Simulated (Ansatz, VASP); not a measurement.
**Two plane-wave programs on MgO**

Contents of INCAR:

```
PREC = Accurate ; ENCUT = 520
EDIFF = 1E-6 ; ISMEAR = 0
SIGMA = 0.05 ; LREAL = False
LASPH = True ; NELM = 80
ALGO = Normal ; ISIF = 2
LWAVE = False ; LCHARG = False
GGA = PE ; NBANDS = 16
```

Contents of KPOINTS:

```
regular mesh
0
Gamma
  9 9 6
```

File POSCAR:

```
MgO
1.0
    3.2379000000      0.0000000000      0.0000000000
   -1.6189500000      2.8041036549      0.0000000000
    0.0000000000      0.0000000000      5.2581000000
Mg O
2 2
Direct
    0.3333333333      0.6666666667      0.0063188013
    0.6666666667      0.3333333333      0.5063188013
    0.3333333333      0.6666666667      0.3982811987
    0.6666666667      0.3333333333      0.8982811987
```

Input for Ansatz:

```yaml
crystal:
  lattice:
    - [3.2379, 0.0, 0.0]
    - [-1.61895, 2.8041036549, 0.0]
    - [0.0, 0.0, 5.2581]
  atoms:
    - { symbol: Mg, position: [0.3333333333, 0.6666666667, 0.0063188013] }
    - { symbol: Mg, position: [0.6666666667, 0.3333333333, 0.5063188013] }
    - { symbol: O, position: [0.3333333333, 0.6666666667, 0.3982811987] }
    - { symbol: O, position: [0.6666666667, 0.3333333333, 0.8982811987] }
basis:
  ecutwfc: 520.0
kpoints:
  mp_grid: { grid: [9, 9, 6] }
hamiltonian:
  xc: pbe
  pseudopotentials: { kind: paw, azcp: { folder: soft_1 } }
scf:
  occupations: { method: gaussian, width: 0.05 }
output:
  forces: true
  stress: true
  eigenvalues: true
  write_density: true
  write_potential: true
  elf: true
  volumetric_format: npy
```

Alike in both runs: task single point; functional PBE; k mesh 9 × 9 × 6; occupations gaussian, width 0.05 eV; no spin polarisation.

|  | VASP | Ansatz |
| --- | --- | --- |
| version | VASP 6.6.1 | Ansatz 0.2.0 |
| potentials or method | VASP PAW PBE potentials, release 64 (Mg, O), cutoff 520 eV | scalar-relativistic, plane waves, PAW |
| valence electrons in the cell | 16 | 32 |

```tsv
	VASP	Ansatz	Ansatz less VASP
gap on the k mesh at the Fermi level (eV)	3.59	3.61	+0.019
least direct gap on the mesh (eV)	3.59	3.61	+0.019
pressure (GPa)	3.0	3.4	+0.42
traceless stress, the component that is largest in VASP (GPa)	-6.76	-6.69	+0.065
rms of the force components (eV/Å)	0.241	0.237	-0.0040
```

Atom by atom the forces differ by 0.004 eV/Å (rms over components). VASP's potentials hold 16 valence electrons a cell and Ansatz's 32, so a difference there can come from the potentials and not from the codes.
